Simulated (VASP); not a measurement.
# Au (Pm-3m) in VASP: notebook, part 2 of 3

VASP 6.6.1.

## (4) Relaxation of cell and atoms, RPBE

INCAR

```
SYSTEM = Au
  PREC = Accurate
  ENCUT = 600
  EDIFF = 1E-7
  ISMEAR = -1
  SIGMA = 0.05
  LREAL = .FALSE.
  LASPH = .TRUE.
  NELM = 60
  ALGO = Normal
  ISIF = 3
  LWAVE = .FALSE.
  LCHARG = .FALSE.
  GGA = RP
  IBRION = 2
  NSW = 60
  EDIFFG = -0.01
```

KPOINTS

```
Automatic mesh
0
G
  10 10 10
  0 0 0
```

POSCAR

```
Au
1.0
    2.7484100000      0.0000000000      0.0000000000
    0.0000000000      2.7484100000      0.0000000000
    0.0000000000      0.0000000000      2.7484100000
Au
1
Direct
    0.5000000000      0.5000000000      0.5000000000
```

Potentials or basis: VASP PAW PBE potentials, release 64 (Au).

Started as:

```
> cat potpaw_PBE.64/Au/POTCAR > POTCAR
> mpirun -np 1 vasp_std > vasp.out
```

OUTCAR:

```text
SYSTEM = Au
   PREC = Accurate
   ENCUT = 600
   EDIFF = 1E-7
   ISMEAR = -1
   LREAL = .FALSE.
   LASPH = .TRUE.
   NELM = 60
   ISIF = 3
   GGA = RP
   IBRION = 2
   NSW = 60
   EDIFFG = -0.01

 ion  position               nearest neighbor table
   1  0.500  0.500  0.500-

  LATTYP: Found a simple cubic cell.
 ALAT       =     2.7484100000

  Lattice vectors:

 A1 = (   2.7484100000,   0.0000000000,   0.0000000000)
 A2 = (   0.0000000000,   2.7484100000,   0.0000000000)
 A3 = (   0.0000000000,   0.0000000000,   2.7484100000)

Analysis of symmetry for initial positions (statically):
=====================================================================
 Subroutine PRICEL returns:
 Original cell was already a primitive cell.

 Routine SETGRP: Setting up the symmetry group for a
 simple cubic supercell.

 Subroutine GETGRP returns: Found 48 space group operations
[... 9 lines left out ...]

 Routine SETGRP: Setting up the symmetry group for a
 simple cubic supercell.

 Subroutine GETGRP returns: Found 48 space group operations
[... 11 lines left out ...]
                                     Primitive cell

  volume of cell :      20.7608

  direct lattice vectors                    reciprocal lattice vectors
     2.748410000  0.000000000  0.000000000     0.363846733  0.000000000  0.000000000
     0.000000000  2.748410000  0.000000000     0.000000000  0.363846733  0.000000000
     0.000000000  0.000000000  2.748410000     0.000000000  0.000000000  0.363846733

  length of vectors
     2.748410000  2.748410000  2.748410000     0.363846733  0.363846733  0.363846733

  position of ions in fractional coordinates (direct lattice)
     0.500000000  0.500000000  0.500000000

  ion indices of the primitive-cell ions
   primitive index   ion index
                 1           1

----------------------------------------------------------------------------------------

 KPOINTS: Automatic mesh
[... 101 lines left out ...]
  energy-cutoff  :      600.00
  volume of cell :       20.76
 maximum number of plane-waves:       739
 NGX is ok and might be reduce to    24
   NGX = 11   NGY = 11   NGZ = 11

--------------------------------------- Ionic step        1  -------------------------------------------

 number of electron      11.0000001 magnetization

 Free energy of the ion-electron system (eV)
  ---------------------------------------------------
  ext. energy  EPLUGINS =         0.00000000
  ---------------------------------------------------
  free energy    TOTEN  =        -2.45385907 eV

  energy without entropy =       -2.45058655  energy(sigma->0) =       -2.45222281

------------------------ aborting loop because EDIFF is reached ----------------------------------------

  FORCE on cell =-STRESS in cart. coord.  units (eV):
  Direction    XX          YY          ZZ          XY          YZ          ZX
  --------------------------------------------------------------------------------------
  -------------------------------------------------------------------------------------
  Total        0.4506556      0.4506556      0.4506556      0.0000000     -0.0000000      0.0000000
  in kB       34.7784978     34.7784978     34.7784978      0.0000000     -0.0000000      0.0000000
  external PRESSURE =      34.7784978 kB  Pullay stress =       0.0000000 kB
[... 57 lines left out ...]
--------------------------------------- Ionic step        3  -------------------------------------------

 number of electron      10.9999999 magnetization

 Free energy of the ion-electron system (eV)
  ---------------------------------------------------
  ext. energy  EPLUGINS =         0.00000000
  ---------------------------------------------------
  free energy    TOTEN  =        -2.46146259 eV

  energy without entropy =       -2.45804991  energy(sigma->0) =       -2.45975625

 E-fermi :   5.9776     XC(G=0): -11.1035

 val. band max:        5.8976141889   @ k =   0.4000   0.3000   0.0000
 cond. band min:       6.0217046287   @ k =   0.4000   0.2000   0.2000
 fundamental gap:      0.1240904399
 Fermi energy:         5.9775630954

 k-point     1 :       0.0000    0.0000    0.0000
  band No.  band energies     occupation
      1      -1.4735      2.00000
      2       0.5784      2.00000
      3       0.5784      2.00000
      4       4.4843      2.00000
      5       4.4843      2.00000
      6       4.4843      2.00000
      7      19.6372      0.00000
      8      19.6372      0.00000
      9      19.6372      0.00000
[... 265 lines left out ...]
 k-point    24 :       0.3000    0.1000    0.1000
  band No.  band energies     occupation
      1       0.4095      2.00000
      2       1.0996      2.00000
      3       2.4527      2.00000
      4       3.4055      2.00000
      5       3.7000      2.00000
      6       4.2925      2.00000
      7      12.7270      0.00000
      8      20.2389      0.00000
      9      20.8958      0.00000

 [... further k-points ...]

------------------------ aborting loop because EDIFF is reached ----------------------------------------

  FORCE on cell =-STRESS in cart. coord.  units (eV):
  Direction    XX          YY          ZZ          XY          YZ          ZX
  --------------------------------------------------------------------------------------
  -------------------------------------------------------------------------------------
  Total       -0.0004458     -0.0004458     -0.0004458      0.0000000      0.0000000     -0.0000000
  in kB       -0.0332299     -0.0332299     -0.0332299      0.0000000      0.0000000     -0.0000000
  external PRESSURE =      -0.0332299 kB  Pullay stress =       0.0000000 kB
[... 16 lines left out ...]
  FREE ENERGIE OF THE ION-ELECTRON SYSTEM (eV)
  ---------------------------------------------------
  free  energy   TOTEN  =        -2.4614625909 eV

  energy  without entropy=       -2.4580499126  energy(sigma->0) =       -2.45975625

 reached required accuracy - stopping structural energy minimisation
```

It took 16 s on 1 thread of Intel Xeon 6975P-C, shared host; peak memory 0.16 GiB.

What came out:

| Quantity | Value |
| --- | --- |
| Free energy | -2.4615 eV |
| Relaxed volume | 21.49 Å³/atom |
| Relaxed cell | a = 2.780 Å, b = 2.780 Å, c = 2.780 Å, α = 90.00°, β = 90.00°, γ = 90.00° |
| Space group after relaxing (to 0.05 Å) | Pm-3m (No. 221) |
| Energy gained by relaxing | 7.6 meV/atom |
| Ionic steps | 3 |
| Pressure after relaxing | 0.0 GPa |

The path:
```tsv
step	energy change (eV)	largest force (eV/Å)	pressure (GPa)	volume (Å³)
1	0.0000	0.0000	3.48	20.76
2	-0.0023	0.0000	-2.50	22.14
3	-0.0076	0.0000	0.00	21.49
```

Final structure:
```
Au
1.0
     2.78030    0.00000    0.00000
     0.00000    2.78030    0.00000
     0.00000    0.00000    2.78030
Au
1
Direct
  0.50000 0.50000 0.50000
```

Levels at points of the mesh, in eV from the Fermi level:
```csv
k point,band 1,band 2,band 3,band 4,band 5,band 6,band 7,band 8,band 9
"(0.00, 0.00, 0.00)",-7.45,-5.40,-5.40,-1.49,-1.49,-1.49,13.66,13.66,13.66
"(0.50, 0.00, 0.00)",-5.47,-5.03,-2.82,-2.82,-1.37,-0.25,1.87,16.26,18.23
"(0.50, 0.50, 0.00)",-5.32,-4.71,-2.59,-2.59,-0.41,3.87,3.87,6.05,11.26
"(0.50, 0.50, 0.50)",-4.70,-4.70,-4.70,-0.33,-0.33,8.26,8.26,8.26,10.25
```

Caveat: the PAW data sets were made with another functional, which shifts forces and pressure a little; spin-orbit coupling is left out, which moves the levels of the heavy elements.

## (5) Relaxation of cell and atoms, revPBE

INCAR

```
SYSTEM = Au
ALGO     = Normal         ! electronic algorithm
EDIFF    = 1E-6           ! SCF threshold, eV
EDIFFG   = -0.01          ! ionic threshold
ENCUT    = 600            ! plane-wave cutoff, eV
GGA      = RE             ! functional
IBRION   = 2              ! ionic algorithm
ISIF     = 3              ! what is computed and relaxed
ISMEAR   = -1             ! smearing method
LASPH    = .TRUE.         ! aspherical terms in the spheres
LCHARG   = .FALSE.        ! write CHGCAR
LREAL    = .FALSE.        ! projectors in reciprocal space
LWAVE    = .FALSE.        ! write WAVECAR
NELM     = 80             ! most SCF steps
NSW      = 60             ! ionic steps
PREC     = Accurate       ! precision mode
SIGMA    = 0.05           ! smearing width, eV
```

KPOINTS

```
k-points
0
G
  10 10 10
  0 0 0
```

POSCAR is that of step 4.

Potentials or basis: VASP PAW PBE potentials, release 64 (Au).

Started as:

```
> cat potpaw_PBE.64/Au/POTCAR > POTCAR
> mpirun -np 1 vasp_std > vasp.out
```

OUTCAR:

```text
SYSTEM = Au
   EDIFF = 1E-6
   EDIFFG = -0.01
   ENCUT = 600
   GGA = RE
   IBRION = 2
   ISIF = 3
   ISMEAR = -1
   LASPH = .TRUE.
   LREAL = .FALSE.
   NELM = 80
   NSW = 60
   PREC = Accurate

 ion  position               nearest neighbor table
   1  0.500  0.500  0.500-

  LATTYP: Found a simple cubic cell.
 ALAT       =     2.7484100000

  Lattice vectors:

 A1 = (   2.7484100000,   0.0000000000,   0.0000000000)
 A2 = (   0.0000000000,   2.7484100000,   0.0000000000)
 A3 = (   0.0000000000,   0.0000000000,   2.7484100000)

Analysis of symmetry for initial positions (statically):
=====================================================================
 Subroutine PRICEL returns:
 Original cell was already a primitive cell.

 Routine SETGRP: Setting up the symmetry group for a
 simple cubic supercell.

 Subroutine GETGRP returns: Found 48 space group operations
[... 9 lines left out ...]

 Routine SETGRP: Setting up the symmetry group for a
 simple cubic supercell.

 Subroutine GETGRP returns: Found 48 space group operations
[... 11 lines left out ...]
                                     Primitive cell

  volume of cell :      20.7608

  direct lattice vectors                    reciprocal lattice vectors
[... 143 lines left out ...]
  in kB       25.3458755     25.3458755     25.3458755      0.0000000     -0.0000000      0.0000000
  external PRESSURE =      25.3458755 kB  Pullay stress =       0.0000000 kB
[... 57 lines left out ...]
--------------------------------------- Ionic step        3  -------------------------------------------

 number of electron      10.9999999 magnetization

 Free energy of the ion-electron system (eV)
  ---------------------------------------------------
  ext. energy  EPLUGINS =         0.00000000
  ---------------------------------------------------
  free energy    TOTEN  =        -2.55250612 eV

  energy without entropy =       -2.54916631  energy(sigma->0) =       -2.55083622

 E-fermi :   6.0606     XC(G=0): -11.1947

 val. band max:        5.9753665990   @ k =   0.4000   0.3000   0.0000
 cond. band min:       6.1089993447   @ k =   0.4000   0.2000   0.2000
 fundamental gap:      0.1336327457
 Fermi energy:         6.0605954104

 k-point     1 :       0.0000    0.0000    0.0000
  band No.  band energies     occupation
      1      -1.4747      2.00000
      2       0.6055      2.00000
      3       0.6055      2.00000
      4       4.5820      2.00000
      5       4.5820      2.00000
      6       4.5820      2.00000
      7      19.7694      0.00000
      8      19.7694      0.00000
      9      19.7694      0.00000
[... 265 lines left out ...]
 k-point    24 :       0.3000    0.1000    0.1000
  band No.  band energies     occupation
      1       0.4286      2.00000
      2       1.1353      2.00000
      3       2.5001      2.00000
      4       3.4810      2.00000
      5       3.7769      2.00000
      6       4.3859      2.00000
      7      12.8449      0.00000
      8      20.3881      0.00000
      9      21.0504      0.00000

 [... further k-points ...]

------------------------ aborting loop because EDIFF is reached ----------------------------------------

  FORCE on cell =-STRESS in cart. coord.  units (eV):
  Direction    XX          YY          ZZ          XY          YZ          ZX
  --------------------------------------------------------------------------------------
  -------------------------------------------------------------------------------------
  Total       -0.0001720     -0.0001720     -0.0001720     -0.0000000     -0.0000000     -0.0000000
  in kB       -0.0129475     -0.0129475     -0.0129475     -0.0000000     -0.0000000     -0.0000000
  external PRESSURE =      -0.0129475 kB  Pullay stress =       0.0000000 kB
[... 16 lines left out ...]
  FREE ENERGIE OF THE ION-ELECTRON SYSTEM (eV)
  ---------------------------------------------------
  free  energy   TOTEN  =        -2.5525061214 eV

  energy  without entropy=       -2.5491663147  energy(sigma->0) =       -2.55083622

 reached required accuracy - stopping structural energy minimisation
```

CONTCAR:

```text
Au
   1.00000000000000
     2.7712308470944484    0.0000000000000000    0.0000000000000000
     0.0000000000000000    2.7712308470944484    0.0000000000000000
    -0.0000000000000000   -0.0000000000000000    2.7712308470944484
  Au
     1
Direct
     0.5000000000000000    0.5000000000000000    0.5000000000000000

  0.00000000E+00  0.00000000E+00  0.00000000E+00
```

It took 16 s on 1 thread of Intel Xeon 6975P-C, shared host; peak memory 0.16 GiB.

Results:

```yaml
Free_energy: -2.5525 eV
Relaxed_volume: 21.28 Å³/atom
Relaxed_cell: a = 2.771 Å, b = 2.771 Å, c = 2.771 Å, α = 90.00°, β = 90.00°, γ = 90.00°
Space_group_after_relaxing_to_0.05_Å: Pm-3m (No. 221)
Energy_gained_by_relaxing: 4.0 meV/atom
Ionic_steps: 3
Pressure_after_relaxing: 0.0 GPa
```

The path:
```csv
step,energy change (eV),largest force (eV/Å),pressure (GPa),volume (Å³)
1,0.0000,0.0000,2.53,20.76
2,-0.0009,0.0000,-2.01,21.76
3,-0.0040,0.0000,0.00,21.28
```

Final structure:
```cif
data_structure
_symmetry_space_group_name_H-M 'P 1'
_symmetry_Int_Tables_number 1
_cell_length_a 2.7712
_cell_length_b 2.7712
_cell_length_c 2.7712
_cell_angle_alpha 90.000
_cell_angle_beta 90.000
_cell_angle_gamma 90.000
_cell_volume 21.28
loop_
_atom_site_label
_atom_site_type_symbol
_atom_site_fract_x
_atom_site_fract_y
_atom_site_fract_z
_atom_site_occupancy
Au1 Au 0.50000 0.50000 0.50000 1
```

Levels at points of the mesh, in eV from the Fermi level:
| k point | band 3 | band 4 | band 5 | band 6 | band 7 | band 8 |
| --- | --- | --- | --- | --- | --- | --- |
| (0.00, 0.00, 0.00) | -5.46 | -1.48 | -1.48 | -1.48 | 13.71 | 13.71 |
| (0.50, 0.00, 0.00) | -2.83 | -2.83 | -1.35 | -0.30 | 1.92 | 16.28 |
| (0.50, 0.50, 0.00) | -2.59 | -2.59 | -0.38 | 3.86 | 3.86 | 6.14 |
| (0.50, 0.50, 0.50) | -4.75 | -0.30 | -0.30 | 8.30 | 8.30 | 8.30 |

Caveat: the PAW data sets were made with another functional, which shifts forces and pressure a little; spin-orbit coupling is left out, which moves the levels of the heavy elements.

(Continued in part 3 of 3.)
